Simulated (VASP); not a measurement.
# MgS (Niningerite) (Fm-3m) in VASP: notebook

Runs on MgS (Niningerite). Level: LDA. Tasks: single point, relaxation of cell and atoms.

Program: VASP 6.6.1. These are calculated values, not measurements. Logs are shortened: lines on timing, memory, paths and dates and some standing lists are left out, and cuts for length are marked.

## (1) The cell of the first run

Symmetry: Fm-3m, No. 225, cubic system. The conventional cell has a = 5.129 Å, b = 5.129 Å, c = 5.129 Å, α = 90.00°, β = 90.00°, γ = 90.00°. Mg (site symmetry m-3m) has 6 S at 2.56 Å within 3.4 Å. S (site symmetry m-3m) has 6 Mg at 2.56 Å within 3.4 Å.

## (2) Single point, LDA

INCAR

```
PREC     = Accurate       # precision mode
ENCUT    = 520            # plane-wave cutoff, eV
EDIFF    = 1E-6           # SCF threshold, eV
ISMEAR   = 0              # smearing method
SIGMA    = 0.01           # smearing width, eV
LREAL    = False          # projectors in reciprocal space
LASPH    = True           # aspherical terms in the spheres
NELM     = 100            # most SCF steps
ALGO     = Normal         # electronic algorithm
ISIF     = 2              # what is computed and relaxed
LWAVE    = False          # write WAVECAR
LCHARG   = True           # write CHGCAR
GGA      = CA             # functional
LELF     = True           # ELF
LVHAR    = True         
NBANDS   = 11             # bands
```

KPOINTS

```
regular mesh
0
Gamma
  7 7 7
```

POSCAR

```
MgS
1.0
    0.0000000000      2.5642689684      2.5642689684
    2.5642689684      0.0000000000      2.5642689684
    2.5642689684      2.5642689684      0.0000000000
Mg S
1 1
Direct
    0.0000000000      0.0000000000      0.0000000000
    0.5000000000      0.5000000000      0.5000000000
```

Potentials or basis: VASP PAW LDA potentials, release 64 (Mg, S).

Launch:

```console
$ cat potpaw_LDA.64/Mg/POTCAR potpaw_LDA.64/S/POTCAR > POTCAR
$ mpirun -np 1 vasp_std > vasp.out
```

OUTCAR:

```text
PREC = Accurate
   ENCUT = 520
   EDIFF = 1E-6
   ISMEAR = 0
   LREAL = False
   LASPH = True
   NELM = 100
   ISIF = 2
   GGA = CA

 ion  position               nearest neighbor table
   1  0.000  0.000  0.000-   2 2.56   2 2.56   2 2.56   2 2.56   2 2.56   2 2.56
   2  0.500  0.500  0.500-   1 2.56   1 2.56   1 2.56   1 2.56   1 2.56   1 2.56

  LATTYP: Found a face centered cubic cell.
 ALAT       =     5.1285379368

  Lattice vectors:

 A1 = (   0.0000000000,   2.5642689684,   2.5642689684)
 A2 = (   2.5642689684,   0.0000000000,   2.5642689684)
 A3 = (   2.5642689684,   2.5642689684,   0.0000000000)

Analysis of symmetry for initial positions (statically):
=====================================================================
 Subroutine PRICEL returns:
 Original cell was already a primitive cell.

 Routine SETGRP: Setting up the symmetry group for a
 face centered cubic supercell.

 Subroutine GETGRP returns: Found 48 space group operations
 (whereof 48 operations were pure point group operations)
 out of a pool of 48 trial point group operations.

The static configuration has the point symmetry O_h .

Analysis of symmetry for dynamics (positions and initial velocities):
=====================================================================
 Subroutine PRICEL returns:
 Original cell was already a primitive cell.

 Routine SETGRP: Setting up the symmetry group for a
 face centered cubic supercell.

 Subroutine GETGRP returns: Found 48 space group operations
 (whereof 48 operations were pure point group operations)
 out of a pool of 48 trial point group operations.

The dynamic configuration has the point symmetry O_h .

 Subroutine INISYM returns: Found 48 space group operations
 (whereof 48 operations are pure point group operations),
 and found     1 'primitive' translations

----------------------------------------------------------------------------------------

                                     Primitive cell

  volume of cell :      33.7226

  direct lattice vectors                    reciprocal lattice vectors
     0.000000000  2.564268968  2.564268968    -0.194987346  0.194987346  0.194987346
     2.564268968  0.000000000  2.564268968     0.194987346 -0.194987346  0.194987346
     2.564268968  2.564268968  0.000000000     0.194987346  0.194987346 -0.194987346

  length of vectors
     3.626423953  3.626423953  3.626423953     0.337727990  0.337727990  0.337727990

  position of ions in fractional coordinates (direct lattice)
     0.000000000  0.000000000  0.000000000
     0.500000000  0.500000000  0.500000000

[... 79 lines left out ...]
   POTIM  = 0.5000    time-step for ionic-motion
   TEBEG  =    0.0;   TEEND  =   0.0 temperature during run
   PSTRESS=    0.0 pullay stress
   NELECT =       8.0000    total number of electrons
   NUPDOWN=      -1.0000    fix difference up-down
   EMIN   =  10.00;   EMAX   =-10.00  energy-range for DOS
   EFERMI =   0.00;   METHOD = LEGACY
   ISMEAR =     0;   SIGMA  =   0.01  broadening in eV -4-tet -1-fermi 0-gaus
   EFERMI_NEDOS =   21; number of points for ismear=-14 and -15
   IALGO  =     38    algorithm
   IMIX   =      4    mixing-type and parameters
     AMIX     =   0.40;   BMIX     =  1.00
     AMIX_MAG =   1.60;   BMIX_MAG =  1.00
  volume/ion in A,a.u.               =      16.86       113.79
  Fermi-wavevector in a.u.,A,eV,Ry     =   1.013440  1.915123 13.974000  1.027060
  Thomas-Fermi vector in A             =   2.146609
   LORBIT       =      0    0 simple, 1 ext, 2 COOP (PROOUT), +10 PAW based schemes
   GGA     = CA    functional components
   LHFCALC =     F    Hartree Fock is set to
   AEXX    =    0.0000 exact exchange contribution
   IVDW    =     0    specifies the selected vdW correction
   LEPSILON=     F    determine dielectric tensor
   LRPA    =     F    only Hartree local field effects (RPA)
 non-spin polarized calculation
 Gauss-broadening in eV      SIGMA  =   0.01
  energy-cutoff  :      520.00
  volume of cell :       33.72
 maximum number of plane-waves:       914
   NGX = 13   NGY = 13   NGZ = 13

 number of electron       7.9999998 magnetization

 Free energy of the ion-electron system (eV)
  ---------------------------------------------------
  ext. energy  EPLUGINS =         0.00000000
  ---------------------------------------------------
  free energy    TOTEN  =        -9.59136323 eV

  energy without entropy =       -9.59136323  energy(sigma->0) =       -9.59136323

 E-fermi :   4.0527     XC(G=0): -10.1675

 val. band max:        3.9815267559   @ k =   0.0000   0.0000   0.0000
 cond. band min:       6.8494227678   @ k =   0.4286   0.4286   0.0000
 fundamental gap:      2.8678960119
 Fermi energy:         4.0527077983

 k-point     1 :       0.0000    0.0000    0.0000
  band No.  band energies     occupation
      1      -8.9151      2.00000
      2       3.9815      2.00000
      3       3.9815      2.00000
      4       3.9815      2.00000
      5       7.8231      0.00000
      6      11.7870      0.00000
      7      11.7870      0.00000
      8      11.7870      0.00000
      9      14.2911      0.00000
     10      14.2911      0.00000
     11      16.4353      0.00000
[... 253 lines left out ...]
 k-point    20 :      -0.2857    0.4286    0.1429
  band No.  band energies     occupation
      1      -7.0393      2.00000
      2       0.3350      2.00000
      3       0.4134      2.00000
      4       1.9745      2.00000
      5       8.8452      0.00000
      6      11.2273      0.00000
      7      12.5703      0.00000
      8      12.7389      0.00000
      9      17.1297      0.00000
     10      17.8161      0.00000
     11      20.9016      0.00000

------------------------ aborting loop because EDIFF is reached ----------------------------------------

  FORCE on cell =-STRESS in cart. coord.  units (eV):
  Direction    XX          YY          ZZ          XY          YZ          ZX
  --------------------------------------------------------------------------------------
  -------------------------------------------------------------------------------------
  Total       -0.1173316     -0.1173316     -0.1173316      0.0000000      0.0000000     -0.0000000
  in kB       -5.5744878     -5.5744878     -5.5744878      0.0000000      0.0000000     -0.0000000
  external PRESSURE =      -5.5744878 kB  Pullay stress =       0.0000000 kB

 VOLUME and BASIS-vectors are now :
 -----------------------------------------------------------------------------
  energy-cutoff  :      520.00
  volume of cell :       33.72
      direct lattice vectors                 reciprocal lattice vectors
     0.000000000  2.564268968  2.564268968    -0.194987346  0.194987346  0.194987346
     2.564268968  0.000000000  2.564268968     0.194987346 -0.194987346  0.194987346
     2.564268968  2.564268968  0.000000000     0.194987346  0.194987346 -0.194987346

 POSITION                                       TOTAL-FORCE (eV/Angst)
 -----------------------------------------------------------------------------------
      0.00000      0.00000      0.00000        -0.000000      0.000000     -0.000000
      2.56427      2.56427      2.56427         0.000000     -0.000000      0.000000
 -----------------------------------------------------------------------------------
    total drift:                                0.000000      0.000000      0.000000

  FREE ENERGIE OF THE ION-ELECTRON SYSTEM (eV)
  ---------------------------------------------------
  free  energy   TOTEN  =        -9.5913632331 eV

  energy  without entropy=       -9.5913632331  energy(sigma->0) =       -9.59136323
```

stdout:

```text
POSCAR found type information on POSCAR MgS
 POSCAR found :  2 types and       2 ions
 scaLAPACK will be used
 LDA part: xc-table for (Slater(with rela. corr.)+CA(PZ))
 , standard interpolation
 POSCAR, INCAR and KPOINTS ok, starting setup
 FFT: planning ... GRIDC
 FFT: planning ... GRID_SOFT
 FFT: planning ... GRID
 WAVECAR not read
 entering main loop
```

It took 16 s on 1 thread of AMD EPYC 7R13, shared host; peak memory 0.11 GiB.

Results:

```yaml
Free_energy: -9.5914 eV
Pressure: -0.6 GPa
Band_gap_on_the_k_mesh: 2.87 eV, indirect (least direct gap 3.84 eV)
```

A k mesh can miss the band edges.

## (3) Relaxation of cell and atoms, LDA

This run uses another cell than the first one, of 17.61 Å³/atom, 1.044 times its volume.

INCAR

```
SYSTEM = MgS
ALGO = Normal ; EDIFF = 1E-7
EDIFFG = -0.02 ; ENCUT = 600
GGA = CA ; IBRION = 2
ISIF = 3 ; ISMEAR = 0
LASPH = .True. ; LCHARG = .False.
LREAL = .False. ; LWAVE = .False.
NELM = 100 ; NSW = 80
PREC = Accurate ; SIGMA = 0.01
```

KPOINTS

```
k-points
0
Gamma
  7 7 7
  0 0 0
```

POSCAR

```
MgS
1.0
    0.0000000000      2.6016500000      2.6016500000
    2.6016500000      0.0000000000      2.6016500000
    2.6016500000      2.6016500000      0.0000000000
Mg S
1 1
Direct
    0.0000000000      0.0000000000      0.0000000000
    0.5000000000      0.5000000000      0.5000000000
```

Potentials or basis: VASP PAW LDA potentials, release 64 (Mg, S).

Launch:

```console
$ cat potpaw_LDA.64/Mg/POTCAR potpaw_LDA.64/S/POTCAR > POTCAR
$ mpirun -np 1 vasp_std > vasp.out
```

OUTCAR:

```text
SYSTEM = MgS
   EDIFF = 1E-7
   EDIFFG = -0.02
   ENCUT = 600
   GGA = CA
   IBRION = 2
   ISIF = 3
   ISMEAR = 0
   LASPH = .True.
   LREAL = .False.
   NELM = 100
   NSW = 80
   PREC = Accurate

 ion  position               nearest neighbor table
   1  0.000  0.000  0.000-   2 2.60   2 2.60   2 2.60   2 2.60   2 2.60   2 2.60
   2  0.500  0.500  0.500-   1 2.60   1 2.60   1 2.60   1 2.60   1 2.60   1 2.60

  LATTYP: Found a face centered cubic cell.
 ALAT       =     5.2033000000

  Lattice vectors:

 A1 = (   0.0000000000,   2.6016500000,   2.6016500000)
 A2 = (   2.6016500000,   0.0000000000,   2.6016500000)
 A3 = (   2.6016500000,   2.6016500000,   0.0000000000)

Analysis of symmetry for initial positions (statically):
=====================================================================
 Subroutine PRICEL returns:
 Original cell was already a primitive cell.

 Routine SETGRP: Setting up the symmetry group for a
 face centered cubic supercell.

 Subroutine GETGRP returns: Found 48 space group operations
 (whereof 48 operations were pure point group operations)
 out of a pool of 48 trial point group operations.

The static configuration has the point symmetry O_h .

Analysis of symmetry for dynamics (positions and initial velocities):
=====================================================================
 Subroutine PRICEL returns:
[... 142 lines left out ...]
   NGX = 15   NGY = 15   NGZ = 15

--------------------------------------- Ionic step        1  -------------------------------------------

 number of electron       7.9999999 magnetization

 Free energy of the ion-electron system (eV)
  ---------------------------------------------------
  ext. energy  EPLUGINS =         0.00000000
  ---------------------------------------------------
  free energy    TOTEN  =        -9.57102222 eV

  energy without entropy =       -9.57102222  energy(sigma->0) =       -9.57102222

 E-fermi :   3.6644     XC(G=0):  -9.9878

 val. band max:        3.5810570618   @ k =   0.0000   0.0000   0.0000
 cond. band min:       6.3539353930   @ k =   0.4286   0.4286   0.0000
 fundamental gap:      2.7728783313
 Fermi energy:         3.6643931338

 k-point     1 :       0.0000    0.0000    0.0000
  band No.  band energies     occupation
      1      -9.0591      2.00000
      2       3.5811      2.00000
      3       3.5811      2.00000
      4       3.5811      2.00000
      5       7.0728      0.00000
      6      11.4180      0.00000
      7      11.4180      0.00000
      8      11.4180      0.00000
[... 278 lines left out ...]
--------------------------------------- Ionic step        3  -------------------------------------------

 number of electron       8.0000001 magnetization

 Free energy of the ion-electron system (eV)
  ---------------------------------------------------
  ext. energy  EPLUGINS =         0.00000000
  ---------------------------------------------------
  free energy    TOTEN  =        -9.59216399 eV

  energy without entropy =       -9.59216399  energy(sigma->0) =       -9.59216399

 E-fermi :   4.1327     XC(G=0): -10.1935

 val. band max:        4.0401713023   @ k =   0.0000   0.0000   0.0000
 cond. band min:       6.9216834457   @ k =   0.4286   0.4286   0.0000
 fundamental gap:      2.8815121434
 Fermi energy:         4.1327156017

 k-point     1 :       0.0000    0.0000    0.0000
  band No.  band energies     occupation
      1      -8.8942      2.00000
      2       4.0402      2.00000
      3       4.0402      2.00000
      4       4.0402      2.00000
      5       7.9339      0.00000
      6      11.8403      0.00000
      7      11.8403      0.00000
      8      11.8403      0.00000
[... 236 lines left out ...]
  FREE ENERGIE OF THE ION-ELECTRON SYSTEM (eV)
  ---------------------------------------------------
  free  energy   TOTEN  =        -9.5921639923 eV

  energy  without entropy=       -9.5921639923  energy(sigma->0) =       -9.59216399

 reached required accuracy - stopping structural energy minimisation
```

Wall time 29 s (1 thread of AMD EPYC 7R13, shared host); peak memory 0.13 GiB.

What came out:

* Free energy: -9.5922 eV
* Relaxed volume: 16.76 Å³/atom
* Relaxed cell: a = 3.619 Å, b = 3.619 Å, c = 3.619 Å, α = 60.00°, β = 60.00°, γ = 60.00°
* Space group after relaxing (to 0.05 Å): Fm-3m (No. 225)
* Energy gained by relaxing: 10.6 meV/atom
* Ionic steps: 3
* Pressure after relaxing: 0.0 GPa
* Band gap on the k mesh: 2.88 eV, indirect (least direct gap 3.89 eV)

The path:
```
step  energy change (eV)  largest force (eV/Å)  pressure (GPa)  volume (Å³)
   1              0.0000                0.0000           -3.81        35.22
   2             -0.0199                0.0000            1.02        33.12
   3             -0.0211                0.0000            0.00        33.51
```

Final structure:
```
CELL_PARAMETERS angstrom
0.00000 2.55895 2.55895
2.55895 0.00000 2.55895
2.55895 2.55895 0.00000
ATOMIC_POSITIONS crystal
Mg 0.00000 0.00000 0.00000
S 0.50000 0.50000 0.50000
```

Levels at points of the mesh, in eV from the valence-band top:
```csv
k point,band 1,band 2,band 3,band 4,band 5,band 6,band 7,band 8
"(0.00, 0.00, 0.00)",-12.93,0.00,0.00,0.00,3.89,7.80,7.80,7.80
```

A k mesh can miss the band edges. LDA usually gives volumes a few per cent too small.
